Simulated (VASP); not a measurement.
# Ti (P6_3/mmc) in VASP: notebook, part 2 of 2

VASP 6.6.1.

### Step 3. Electric field gradients, PBEsol (18.72 Å³/atom)

Contents of INCAR:

```
SYSTEM = Ti
PREC = Accurate ; ENCUT = 520
EDIFF = 1E-8 ; ISMEAR = -1
SIGMA = 0.05 ; LREAL = .False.
LASPH = .True. ; NELM = 80
ALGO = Normal ; ISIF = 2
LWAVE = .False. ; LCHARG = .False.
GGA = PS ; LEFG = .True.
NBANDS = 19
```

Contents of KPOINTS:

```
Automatic mesh
0
Gamma
  14 14 8
  0 0 0
```

Contents of POSCAR:

```
Ti
1.0
    3.0078556446      0.0000000000      0.0000000000
   -1.5039278223      2.6048793991      0.0000000000
    0.0000000000      0.0000000000      4.7779056859
Ti
2
Direct
    0.3333333333      0.6666666667      0.2500000000
    0.6666666667      0.3333333333      0.7500000000
```

Potentials or basis: VASP PAW PBE potentials, release 64 (Ti_sv).

Launch:

```sh
cat potpaw_PBE.64/Ti_sv/POTCAR > POTCAR
mpirun -np 1 vasp_std > vasp.out
```

OUTCAR:

```text
SYSTEM = Ti
   PREC = Accurate
   ENCUT = 520
   EDIFF = 1E-8
   ISMEAR = -1
   LREAL = .False.
   LASPH = .True.
   NELM = 80
   ISIF = 2
   GGA = PS

 ion  position               nearest neighbor table
   1  0.333  0.667  0.250-
   2  0.667  0.333  0.750-

  LATTYP: Found a hexagonal cell.
 ALAT       =     3.0078556446
 C/A-ratio  =     1.5884757284

  Lattice vectors:

 A1 = (   3.0078556446,   0.0000000000,   0.0000000000)
 A2 = (  -1.5039278223,   2.6048793991,   0.0000000000)
 A3 = (   0.0000000000,   0.0000000000,   4.7779056859)

Analysis of symmetry for initial positions (statically):
=====================================================================
 Subroutine PRICEL returns:
 Original cell was already a primitive cell.

 Routine SETGRP: Setting up the symmetry group for a
[... 719 lines left out ...]
  energy-cutoff  :      520.00
  volume of cell :       37.44
      direct lattice vectors                 reciprocal lattice vectors
     3.007855645  0.000000000  0.000000000     0.332462764  0.191947466  0.000000000
    -1.503927822  2.604879399  0.000000000     0.000000000  0.383894932  0.000000000
     0.000000000  0.000000000  4.777905686     0.000000000  0.000000000  0.209296722

 POSITION                                       TOTAL-FORCE (eV/Angst)
 -----------------------------------------------------------------------------------
     -0.00000      1.73659      1.19448        -0.000000      0.000000      0.000000
      1.50393      0.86829      3.58343         0.000000     -0.000000      0.000000
 -----------------------------------------------------------------------------------
    total drift:                               -0.000000      0.000000     -0.000000

  FREE ENERGIE OF THE ION-ELECTRON SYSTEM (eV)
  ---------------------------------------------------
  free  energy   TOTEN  =       -16.5350564624 eV

  energy  without entropy=      -16.5167959051  energy(sigma->0) =      -16.52592618

 Electric field gradients (V/A^2)
---------------------------------------------------------------------
 ion       V_xx      V_yy      V_zz      V_xy      V_xz      V_yz
---------------------------------------------------------------------
   1      -7.179    -7.180    14.359    -0.001     0.000    -0.000
   2      -7.179    -7.180    14.359    -0.001    -0.000     0.000
---------------------------------------------------------------------

 Electric field gradients after diagonalization (V/A^2)
 (convention: |V_zz| > |V_xx| > |V_yy|)
----------------------------------------------------------------------
 ion       V_xx      V_yy      V_zz     asymmetry (V_yy - V_xx)/ V_zz
----------------------------------------------------------------------
   1      -7.181    -7.178    14.359       0.000
   2      -7.181    -7.178    14.359       0.000
----------------------------------------------------------------------

           NMR quadrupolar parameters

 Cq : quadrupolar parameter    Cq=e*Q*V_zz/h
 eta: asymmetry parameters     (V_yy - V_xx)/ V_zz
 Q  : nuclear electric quadrupole moment in mb (millibarn)
----------------------------------------------------------------------
 ion       Cq(MHz)       eta       Q (mb)
----------------------------------------------------------------------
   1       0.035       0.000       1.000
   2       0.035       0.000       1.000
----------------------------------------------------------------------
```

OSZICAR:

```text
N       E                     dE             d eps       ncg     rms          rms(c)
DAV:   1     0.262652195378E+03    0.26265E+03   -0.13036E+04  4560   0.155E+03
DAV:   2     0.112601402850E+02   -0.25139E+03   -0.24752E+03  4671   0.440E+02
DAV:   3    -0.177227532304E+02   -0.28983E+02   -0.28656E+02  8533   0.123E+02
DAV:   4    -0.190817189952E+02   -0.13590E+01   -0.13570E+01  5331   0.271E+01
DAV:   5    -0.191478134020E+02   -0.66094E-01   -0.66088E-01  6875   0.426E+00    0.117E+01
DAV:   6    -0.165513530944E+02    0.25965E+01   -0.97982E+00  5256   0.302E+01    0.260E+00
DAV:   7    -0.165259795361E+02    0.25374E-01   -0.75391E-01  6859   0.588E+00    0.202E+00
DAV:   8    -0.165420317515E+02   -0.16052E-01   -0.18800E-01  5133   0.510E+00    0.618E-01
DAV:   9    -0.165346558569E+02    0.73759E-02   -0.45876E-02  5339   0.202E+00    0.678E-02
DAV:  10    -0.165349646165E+02   -0.30876E-03   -0.24822E-03  6721   0.291E-01    0.829E-02
DAV:  11    -0.165350606412E+02   -0.96025E-04   -0.17605E-04  5416   0.881E-02    0.325E-02
DAV:  12    -0.165350565918E+02    0.40494E-05   -0.34879E-05  5998   0.428E-02    0.104E-02
DAV:  13    -0.165350564419E+02    0.14993E-06   -0.16440E-06  5247   0.119E-02    0.775E-04
DAV:  14    -0.165350565080E+02   -0.66072E-07   -0.30448E-07  6693   0.300E-03    0.111E-03
DAV:  15    -0.165350564373E+02    0.70622E-07   -0.32582E-08  4572   0.141E-03    0.186E-04
DAV:  16    -0.165350564603E+02   -0.22918E-07   -0.27427E-09  2556   0.348E-04    0.397E-05
DAV:  17    -0.165350564624E+02   -0.21660E-08   -0.99881E-10  2460   0.233E-04
   1 F= -.16535056E+02 E0= -.16525926E+02  d E =-.182606E-01
```

It took 1.9 min on 1 thread of Intel Xeon 8259CL, shared host; peak memory 0.2 GiB.

Results:

- Free energy: -16.5351 eV
- Pressure: -11.1 GPa
- Band gap on the k mesh: zero (bands 12 and 13 overlap by 1.00 eV)
- Largest electric field gradient by atom: Ti +14.4 V/Å²

Stress tensor (GPa, compression positive):
```
-10.90   0.00   0.00
  0.00 -10.90   0.00
  0.00   0.00 -11.50
```

Levels at points of the mesh, in eV from the Fermi level:
| k point | band 9 | band 10 | band 11 | band 12 | band 13 | band 14 | band 15 | band 16 |
| --- | --- | --- | --- | --- | --- | --- | --- | --- |
| (0.00, 0.00, 0.00) | -6.02 | -2.52 | 0.58 | 0.73 | 0.73 | 0.81 | 1.17 | 1.17 |
| (0.50, 0.00, 0.00) | -2.25 | -1.96 | -1.67 | -0.67 | 0.47 | 0.55 | 1.06 | 3.06 |
| (0.00, 0.00, 0.50) | -4.27 | -4.27 | 0.08 | 0.08 | 0.65 | 0.65 | 0.65 | 0.65 |
| (0.50, 0.00, 0.50) | -2.36 | -2.36 | -0.74 | -0.74 | 1.15 | 1.15 | 1.59 | 1.59 |

Electric field gradients, principal values (V/Å²):
```tsv
atom	least	middle	greatest (by size)
1 Ti	-7.178	-7.181	14.359
2 Ti	-7.178	-7.181	14.359
```

Caveat: the cell stands under tension; without QUAD_EFG the Cq values of the log hold for a quadrupole moment of 1 mb, not for the nuclei; the PAW data sets were made with another functional, which shifts forces and pressure a little.
